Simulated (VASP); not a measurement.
Al2BN3:

```
Al B N
1.0
     4.72914    0.00000    0.00000
    -2.36457    4.09555    0.00000
     0.00000    0.00000    3.55397
Al B N
2 1 3
Direct
  0.33333 0.66667 0.00000
  0.66667 0.33333 0.00000
  0.00000 0.00000 0.00000
  0.50000 0.00000 0.50000
  0.00000 0.50000 0.50000
  0.50000 0.50000 0.50000
```

| Item | Value |
| --- | --- |
| Program | VASP 6.6.1 |
| Task | relaxation of cell and atoms |
| Functional | PBE |
| Potentials or basis | VASP PAW PBE potentials, release 64 (Al, B, N) |
| Cutoff | 600 eV |
| k mesh | 6 × 6 × 6 |
| Occupations | gaussian, width 0.1 eV |
| Spin | no spin polarisation |

At the start: pressure -19.7 GPa; volume 11.47 Å³/atom.

Task: How do energy, volume and symmetry change on relaxing?

Result: Over 9 steps the energy falls by 773.7 meV/atom and the volume is 10.35 Å³/atom (-9.8 %); space group P6/mmm (No. 191, to 0.05 Å).

The path:
| step | energy change (eV) | largest force (eV/Å) | pressure (GPa) | volume (Å³) |
| --- | --- | --- | --- | --- |
| 1 | 0.0000 | 0.0000 | -19.72 | 68.83 |
| 2 | -3.0542 | 0.0000 | 8.66 | 55.20 |
| 3 | -3.2247 | 0.0000 | 20.28 | 52.83 |
| 4 | -4.0193 | 0.0000 | 27.34 | 54.13 |
| 5 | -4.0106 | 0.0000 | 27.89 | 54.17 |
| 6 | -4.3477 | 0.0000 | -13.25 | 68.48 |
| 7 | -4.6370 | 0.0000 | -0.72 | 62.18 |
| 8 | -4.6369 | 0.0000 | -0.27 | 62.02 |
| 9 | -4.6423 | 0.0000 | -0.28 | 62.11 |

Final structure:
```cif
data_structure
_symmetry_space_group_name_H-M 'P 1'
_symmetry_Int_Tables_number 1
_cell_length_a 5.3737
_cell_length_b 5.3737
_cell_length_c 2.4835
_cell_angle_alpha 90.000
_cell_angle_beta 90.000
_cell_angle_gamma 120.000
_cell_volume 62.11
loop_
_atom_site_label
_atom_site_type_symbol
_atom_site_fract_x
_atom_site_fract_y
_atom_site_fract_z
_atom_site_occupancy
Al1 Al 0.33333 0.66667 0.00000 1
Al2 Al 0.66667 0.33333 0.00000 1
B1 B 0.00000 0.00000 0.00000 1
N1 N 0.50000 0.00000 0.50000 1
N2 N 0.00000 0.50000 0.50000 1
N3 N 0.50000 0.50000 0.50000 1
```
